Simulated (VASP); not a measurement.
Wanted: the native input for a VASP 6.6.1 run.

```
Task                   : relaxation of cell and atoms
Functional             : PBE
Potentials or basis    : VASP PAW PBE potentials, release 64 (Sm_3, Ta_pv, Cl), 4f in core
Cutoff                 : 500 eV
k mesh                 : 6 × 6 × 6
Occupations            : gaussian, width 0.1 eV
Spin                   : no spin polarisation
Dipole correction      : no
Further INCAR settings : ALGO = Normal; EDIFF = 1e-07; IBRION = 2; EDIFFG = -0.001; NSW = 80; ISIF = 3
```

The structure of SmTa3Cl2 lies in POSCAR:

```
SmTa3Cl2
1.0
    4.8365769382      0.0000000000      0.0000000000
   -2.4182884691      4.1885984958      0.0000000000
    0.0000000000      0.0000000000      6.6966304252
Sm Ta Cl
1 3 2
Direct
    0.6666666667      0.3333333333      0.9467100725
    0.0000000000      0.0000000000      0.5763324800
    0.3333333333      0.6666666667      0.4615214634
    0.6666666667      0.3333333333      0.4842032530
    0.0000000000      0.0000000000      0.9409811665
    0.3333333333      0.6666666667      0.0902515648
```

One way to write it, as run:

INCAR

```
PREC     = Accurate       # precision mode
ENCUT    = 500            # plane-wave cutoff, eV
EDIFF    = 1E-7           # SCF threshold, eV
ISMEAR   = 0              # smearing method
SIGMA    = 0.1            # smearing width, eV
LREAL    = F              # projectors in reciprocal space
LASPH    = T              # aspherical terms in the spheres
NELM     = 200            # most SCF steps
ALGO     = Normal         # electronic algorithm
ISIF     = 3              # what is computed and relaxed
LWAVE    = F              # write WAVECAR
LCHARG   = F              # write CHGCAR
GGA      = PE             # functional
IBRION   = 2              # ionic algorithm
NSW      = 80             # ionic steps
EDIFFG   = -0.001         # ionic threshold
GGA_COMPAT= F            
NELMIN   = 4            
LMAXMIX  = 6              # l up to which the mixer works
```

KPOINTS

```
Automatic mesh
0
Gamma
  6 6 6
```

Potentials or basis: VASP PAW PBE potentials, release 64 (Sm_3, Ta_pv, Cl), 4f in core.

Launch:

```sh
$ cat potpaw_PBE.64/Sm_3/POTCAR potpaw_PBE.64/Ta_pv/POTCAR potpaw_PBE.64/Cl/POTCAR > POTCAR
$ mpirun -np 1 vasp_std > vasp.out
```

Results of the run:

* Relaxed volume: 22.60 Å³/atom
* Relaxed cell: a = 4.838 Å, b = 4.838 Å, c = 6.690 Å, α = 90.00°, β = 90.00°, γ = 120.00°
* Space group after relaxing (to 0.1 Å): P3m1 (No. 156)
* Energy gained by relaxing: 0.0 meV/atom
* Ionic steps: 18
* Pressure after relaxing: 0.0 GPa
* Band gap on the k mesh: zero (bands 29 and 30 overlap by 0.83 eV)

Caveat: spin-orbit coupling is left out, which moves the levels of the heavy elements; the 4f electrons are frozen in the core, so they carry no moment and show no levels; the run has no spin polarisation, though such a crystal can be magnetic.

Run time: 19 min on 1 thread of Intel(R) Xeon(R) Platinum 8259CL CPU @ 2.50GHz (Skylake/Cascade Lake), on a shared host, peak memory 0.35 GiB.
